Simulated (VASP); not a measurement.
# AlAs (F-43m) in VASP: a series of runs

Runs on AlAs. Level: PBE. Tasks: single point.

All numbers are computed with VASP 6.6.1; they aren't measurements. Logs are shortened: lines on timing, memory, paths and dates and some standing lists are left out, and cuts for length are marked.

**1. The cell of the first run**

The structure is cubic, space group F-43m (No. 216). Conventional cell: a = 5.661 Å, b = 5.661 Å, c = 5.661 Å, α = 90.00°, β = 90.00°, γ = 90.00°. Al (site symmetry -43m) has 4 As at 2.45 Å within 3.2 Å. Within 3.2 Å of As (site symmetry -43m) lie 4 Al at 2.45 Å.

**2. Single point, PBE**

INCAR

```
ALGO = Normal
EDIFF = 1E-6
ENCUT = 500
GGA = PE
GGA_COMPAT = F
ISIF = 2
ISMEAR = 1
LASPH = T
LCHARG = F
LREAL = F
LWAVE = F
NBANDS = 11
NELM = 120
PREC = Accurate
SIGMA = 0.01
```

KPOINTS

```
k-points
0
Gamma
  6 6 6
```

POSCAR

```
AlAs
1.0
    0.0000000000      2.8304000000      2.8304000000
    2.8304000000      0.0000000000      2.8304000000
    2.8304000000      2.8304000000      0.0000000000
Al As
1 1
Direct
    0.0000000000      0.0000000000      0.0000000000
    0.2500000000      0.2500000000      0.2500000000
```

Potentials or basis: VASP PAW PBE potentials, release 64 (Al, As).

Started as:

```
$ cat potpaw_PBE.64/Al/POTCAR potpaw_PBE.64/As/POTCAR > POTCAR
$ mpirun -np 1 vasp_std > vasp.out
```

OUTCAR:

```text
EDIFF = 1E-6
   ENCUT = 500
   GGA = PE
   ISIF = 2
   ISMEAR = 1
   LASPH = T
   LREAL = F
   NELM = 120
   PREC = Accurate

 ion  position               nearest neighbor table
   1  0.000  0.000  0.000-   2 2.45   2 2.45   2 2.45   2 2.45
   2  0.250  0.250  0.250-   1 2.45   1 2.45   1 2.45   1 2.45

  LATTYP: Found a face centered cubic cell.
 ALAT       =     5.6608000000

  Lattice vectors:

 A1 = (   0.0000000000,   2.8304000000,   2.8304000000)
 A2 = (   2.8304000000,   0.0000000000,   2.8304000000)
 A3 = (   2.8304000000,   2.8304000000,   0.0000000000)

Analysis of symmetry for initial positions (statically):
=====================================================================
 Subroutine PRICEL returns:
 Original cell was already a primitive cell.

 Routine SETGRP: Setting up the symmetry group for a
 face centered cubic supercell.

 Subroutine GETGRP returns: Found 24 space group operations
 (whereof 24 operations were pure point group operations)
 out of a pool of 48 trial point group operations.

The static configuration has the point symmetry T_d .

Analysis of symmetry for dynamics (positions and initial velocities):
=====================================================================
 Subroutine PRICEL returns:
 Original cell was already a primitive cell.

 Routine SETGRP: Setting up the symmetry group for a
 face centered cubic supercell.

 Subroutine GETGRP returns: Found 24 space group operations
 (whereof 24 operations were pure point group operations)
 out of a pool of 48 trial point group operations.

The dynamic configuration has the point symmetry T_d .

 Subroutine INISYM returns: Found 24 space group operations
 (whereof 24 operations are pure point group operations),
 and found     1 'primitive' translations

----------------------------------------------------------------------------------------

                                     Primitive cell

  volume of cell :      45.3496

  direct lattice vectors                    reciprocal lattice vectors
     0.000000000  2.830400000  2.830400000    -0.176653477  0.176653477  0.176653477
     2.830400000  0.000000000  2.830400000     0.176653477 -0.176653477  0.176653477
     2.830400000  2.830400000  0.000000000     0.176653477  0.176653477 -0.176653477

  length of vectors
     4.002790067  4.002790067  4.002790067     0.305972797  0.305972797  0.305972797

  position of ions in fractional coordinates (direct lattice)
     0.000000000  0.000000000  0.000000000
     0.250000000  0.250000000  0.250000000

  ion indices of the primitive-cell ions
   primitive index   ion index
                 1           1
                 2           2

----------------------------------------------------------------------------------------

 KPOINTS: k-points

Automatic generation of k-mesh.
 Grid dimensions read from file:
 generate k-points for:    6    6    6

 Generating k-lattice:

  Cartesian coordinates                     Fractional coordinates (reciprocal lattice)
    -0.029442246  0.029442246  0.029442246     0.166666667  0.000000000  0.000000000
     0.029442246 -0.029442246  0.029442246     0.000000000  0.166666667  0.000000000
     0.029442246  0.029442246 -0.029442246     0.000000000  0.000000000  0.166666667

  Length of vectors
     0.050995466  0.050995466  0.050995466

  Shift w.r.t. Gamma in fractional coordinates (k-lattice)
     0.000000000  0.000000000  0.000000000

 Subroutine IBZKPT returns following result:
 ===========================================

 Found     16 irreducible k-points:

 Following reciprocal coordinates:
            Coordinates               Weight
  0.000000  0.000000  0.000000      1.000000
  0.166667  0.000000  0.000000      8.000000
  0.333333  0.000000  0.000000      8.000000
  0.500000  0.000000  0.000000      4.000000
  0.166667  0.166667  0.000000      6.000000
  0.333333  0.166667  0.000000     24.000000
[... 8 lines left out ...]
 -0.333333  0.333333  0.166667     24.000000
 -0.333333  0.500000  0.166667     12.000000
   k-points           NKPTS =     16   k-points in BZ     NKDIM =     16   number of bands    NBANDS=     11
   number of dos      NEDOS =    301   number of ions     NIONS =      2
   total plane-waves  NPLWV =  27000
   dimension x,y,z NGX =    30 NGY =   30 NGZ =   30
   dimension x,y,z NGXF=    60 NGYF=   60 NGZF=   60
   ions per type =               1   1
   NGX,Y,Z   is equivalent  to a cutoff of  12.46, 12.46, 12.46 a.u.
   NGXF,Y,Z  is equivalent  to a cutoff of  24.92, 24.92, 24.92 a.u.
 SYSTEM =  unknown system
   PREC   = accura    normal or accurate (medium, high low for compatibility)
   ISTART =      0    job   : 0-new  1-cont  2-samecut
   ICHARG =      2    charge: 1-file 2-atom 10-const
   ISPIN  =      1    spin polarized calculation?
   LNONCOLLINEAR =      F non collinear calculations
   LSORBIT =      F    spin-orbit coupling
   LASPH  =      T    aspherical Exc in radial PAW
   ENCUT  =  500.0 eV  36.75 Ry    6.06 a.u.   7.30  7.30  7.30*2*pi/ulx,y,z
   NELM   =    120;   NELMIN=  2; NELMDL= -5     # of ELM steps
   EDIFF  = 0.1E-05   stopping-criterion for ELM
   LREAL  =      F    real-space projection
   EDIFFG = 0.1E-04   stopping-criterion for IOM
   NSW    =      0    number of steps for IOM
   IBRION =     -1    ionic relax: 0-MD 1-quasi-New 2-CG
   NFREE  =      0    steps in history (QN), initial steepest desc. (CG)
   ISIF   =      2    stress and relaxation
   ISYM   =      2    0-nonsym 1-usesym 2-fastsym
   POTIM  = 0.5000    time-step for ionic-motion
   TEBEG  =    0.0;   TEEND  =   0.0 temperature during run
   PSTRESS=    0.0 pullay stress
   NELECT =       8.0000    total number of electrons
   NUPDOWN=      -1.0000    fix difference up-down
   EMIN   =  10.00;   EMAX   =-10.00  energy-range for DOS
   EFERMI =   0.00;   METHOD = LEGACY
   ISMEAR =     1;   SIGMA  =   0.01  broadening in eV -4-tet -1-fermi 0-gaus
   EFERMI_NEDOS =   21; number of points for ismear=-14 and -15
   IALGO  =     38    algorithm
   IMIX   =      4    mixing-type and parameters
     AMIX     =   0.40;   BMIX     =  1.00
     AMIX_MAG =   1.60;   BMIX_MAG =  1.00
  volume/ion in A,a.u.               =      22.67       153.02
  Fermi-wavevector in a.u.,A,eV,Ry     =   0.918150  1.735052 11.469706  0.843000
  Thomas-Fermi vector in A             =   2.043199
   LORBIT       =      0    0 simple, 1 ext, 2 COOP (PROOUT), +10 PAW based schemes
   GGA     = PE    functional components
   LHFCALC =     F    Hartree Fock is set to
   AEXX    =    0.0000 exact exchange contribution
   IVDW    =     0    specifies the selected vdW correction
   LEPSILON=     F    determine dielectric tensor
   LRPA    =     F    only Hartree local field effects (RPA)
 non-spin polarized calculation
 Methfessel and Paxton  Order N= 1 SIGMA  =   0.01
  energy-cutoff  :      500.00
  volume of cell :       45.35
 maximum number of plane-waves:      1167
 NGX is ok and might be reduce to    30
   NGX = 15   NGY = 15   NGZ = 15

 number of electron       8.0000000 magnetization

 Free energy of the ion-electron system (eV)
  ---------------------------------------------------
  ext. energy  EPLUGINS =         0.00000000
  ---------------------------------------------------
  free energy    TOTEN  =        -9.36288874 eV

  energy without entropy =       -9.36289679  energy(sigma->0) =       -9.36289142

 E-fermi :   3.9031     XC(G=0):  -9.0390

 val. band max:        3.8946798147   @ k =   0.0000   0.0000   0.0000
 cond. band min:       5.3260494221   @ k =   0.5000   0.5000   0.0000
 fundamental gap:      1.4313696074
 Fermi energy:         3.9030985172

 k-point     1 :       0.0000    0.0000    0.0000
  band No.  band energies     occupation
      1      -7.9702      2.00000
      2       3.8947      2.00000
      3       3.8947      2.00000
      4       3.8947      1.99999
      5       5.9549      0.00000
      6       8.1781      0.00000
      7       8.1781      0.00000
      8       8.1781      0.00000
      9      12.7632      0.00000
     10      12.9027      0.00000
     11      12.9027      0.00000

 k-point     2 :       0.1667    0.0000    0.0000
  band No.  band energies     occupation
      1      -7.7017      2.00000
      2       1.7983      2.00000
      3       3.6312      2.00000
      4       3.6312      2.00000
      5       6.7210      0.00000
      6       8.6148      0.00000
      7       8.6148      0.00000
      8       9.0896      0.00000
      9      12.1220      0.00000
     10      12.1220      0.00000
     11      13.6344      0.00000

 k-point     3 :       0.3333    0.0000    0.0000
  band No.  band energies     occupation
      1      -7.0220      2.00000
      2      -0.5994      2.00000
      3       3.2304      2.00000
      4       3.2304      2.00000
      5       6.2625      0.00000
      6       8.7529      0.00000
      7       8.7529      0.00000
      8      11.3966      0.00000
      9      12.9344      0.00000
     10      12.9344      0.00000
     11      13.2622      0.00000

 k-point     4 :       0.5000    0.0000    0.0000
  band No.  band energies     occupation
      1      -6.5481      2.00000
      2      -1.6797      2.00000
      3       3.0686      2.00000
      4       3.0686      2.00000
      5       6.0358      0.00000
      6       8.5710      0.00000
      7       8.5710      0.00000
      8      11.6431      0.00000
      9      15.0899      0.00000
     10      15.4523      0.00000
     11      15.4523      0.00000

 k-point     5 :       0.1667    0.1667    0.0000
  band No.  band energies     occupation
      1      -7.6110      2.00000
      2       1.8911      2.00000
      3       3.1100      2.00000
      4       3.1100      2.00000
      5       7.1761      0.00000
      6       7.8343      0.00000
      7       9.5094      0.00000
      8       9.5094      0.00000
      9      10.8225      0.00000
     10      13.3899      0.00000
     11      14.5572      0.00000
[... 99 lines left out ...]
 k-point    13 :       0.5000    0.5000    0.0000
  band No.  band energies     occupation
      1      -5.9966      2.00000
      2      -1.5401      2.00000
      3       1.7192      2.00000
      4       1.7192      2.00000
      5       5.3260      0.00000
      6       6.1844      0.00000
      7      14.2281      0.00000
      8      14.2281      0.00000
      9      15.6705      0.00000
     10      16.4507      0.00000
     11      16.4507      0.00000

 k-point    14 :       0.5000    0.3333    0.1667
  band No.  band energies     occupation
      1      -6.4952      2.00000
      2      -0.7465      2.00000
      3       1.1719      2.00000
      4       2.2456      2.00000
      5       7.5605      0.00000
      6       8.4430      0.00000
      7       9.0475      0.00000
      8      11.8157      0.00000
      9      13.1616      0.00000
     10      14.5938      0.00000
     11      16.9066      0.00000

 k-point    15 :      -0.3333    0.3333    0.1667
  band No.  band energies     occupation
      1      -6.1338      2.00000
      2      -1.2323      2.00000
      3       0.7200      2.00000
      4       1.8657      2.00000
      5       7.8258      0.00000
      6       8.4801      0.00000
      7      10.6044      0.00000
      8      11.3010      0.00000
      9      12.2436      0.00000
     10      15.3795      0.00000
     11      16.6682      0.00000

 k-point    16 :      -0.3333    0.5000    0.1667
  band No.  band energies     occupation
      1      -5.9726      2.00000
      2      -1.3028      2.00000
      3       0.9569      2.00000
      4       1.2032      2.00000
      5       7.0634      0.00000
      6       8.0064      0.00000
      7      11.0181      0.00000
      8      11.7182      0.00000
      9      14.4878      0.00000
     10      16.1881      0.00000
     11      16.4652      0.00000

------------------------ aborting loop because EDIFF is reached ----------------------------------------

  FORCE on cell =-STRESS in cart. coord.  units (eV):
  Direction    XX          YY          ZZ          XY          YZ          ZX
  --------------------------------------------------------------------------------------
  -------------------------------------------------------------------------------------
  Total        0.7896219      0.7896219      0.7896219      0.0000000      0.0000000     -0.0000000
  in kB       27.8969243     27.8969243     27.8969243      0.0000000      0.0000000     -0.0000000
  external PRESSURE =      27.8969243 kB  Pullay stress =       0.0000000 kB

 VOLUME and BASIS-vectors are now :
 -----------------------------------------------------------------------------
  energy-cutoff  :      500.00
  volume of cell :       45.35
      direct lattice vectors                 reciprocal lattice vectors
     0.000000000  2.830400000  2.830400000    -0.176653477  0.176653477  0.176653477
     2.830400000  0.000000000  2.830400000     0.176653477 -0.176653477  0.176653477
     2.830400000  2.830400000  0.000000000     0.176653477  0.176653477 -0.176653477

 POSITION                                       TOTAL-FORCE (eV/Angst)
 -----------------------------------------------------------------------------------
      0.00000      0.00000      0.00000        -0.000000     -0.000000     -0.000000
      1.41520      1.41520      1.41520         0.000000      0.000000      0.000000
 -----------------------------------------------------------------------------------
    total drift:                               -0.000000     -0.000000     -0.000000

  FREE ENERGIE OF THE ION-ELECTRON SYSTEM (eV)
  ---------------------------------------------------
  free  energy   TOTEN  =        -9.3628887361 eV

  energy  without entropy=       -9.3628967887  energy(sigma->0) =       -9.36289142
```

Wall time 5 s (1 thread of Intel Xeon 6975P-C (Granite Rapids), shared host); peak memory 0.16 GiB.

What came out:

```
Free energy            : -9.3629 eV
Pressure               : 2.8 GPa
Band gap on the k mesh : 1.43 eV (least direct gap 2.06 eV)
```

A k mesh can miss the band edges.

**3. Single point, PBE**

This run uses another cell than the first one, of 23.24 Å³/atom.

INCAR

```
ALGO = Normal
EDIFF = 1E-6
ENCUT = 500
GGA = PE
GGA_COMPAT = False
ISIF = 2
ISMEAR = 1
LASPH = True
LCHARG = False
LREAL = False
LWAVE = False
NBANDS = 11
NELM = 120
PREC = Accurate
SIGMA = 0.01
```

KPOINTS is that of step 2.

POSCAR

```
AlAs
1.0
    0.0000000000      2.8537927964      2.8537927964
    2.8537927964      0.0000000000      2.8537927964
    2.8537927964      2.8537927964      0.0000000000
Al As
1 1
Direct
    0.0000000000      0.0000000000      0.0000000000
    0.2500000000      0.2500000000      0.2500000000
```

Potentials or basis: VASP PAW PBE potentials, release 64 (Al, As).

Started as:

```
$ cat potpaw_PBE.64/Al/POTCAR potpaw_PBE.64/As/POTCAR > POTCAR
$ mpirun -np 1 vasp_std > vasp.out
```

It took 4.5 s on 1 thread of Intel Xeon 6975P-C (Granite Rapids), shared host; peak memory 0.16 GiB.

It converged, with:

- Free energy: -9.3759 eV
- Pressure: 0.9 GPa
- Band gap on the k mesh: 1.47 eV (least direct gap 1.86 eV)

Levels at points of the mesh, in eV from the valence-band top:
```tsv
k point	band 1	band 2	band 3	band 4	band 5	band 6	band 7	band 8	band 9
(0.00, 0.00, 0.00)	-11.73	0.00	0.00	0.00	1.86	4.24	4.24	4.24	8.74
(0.50, 0.00, 0.00)	-10.36	-5.47	-0.81	-0.81	2.05	4.66	4.66	7.70	10.99
(0.50, 0.50, 0.00)	-9.83	-5.35	-2.12	-2.12	1.47	2.29	10.14	10.14	11.51
```

A k mesh can miss the band edges. PBE gaps usually lie below the measured ones, often by a third to a half.
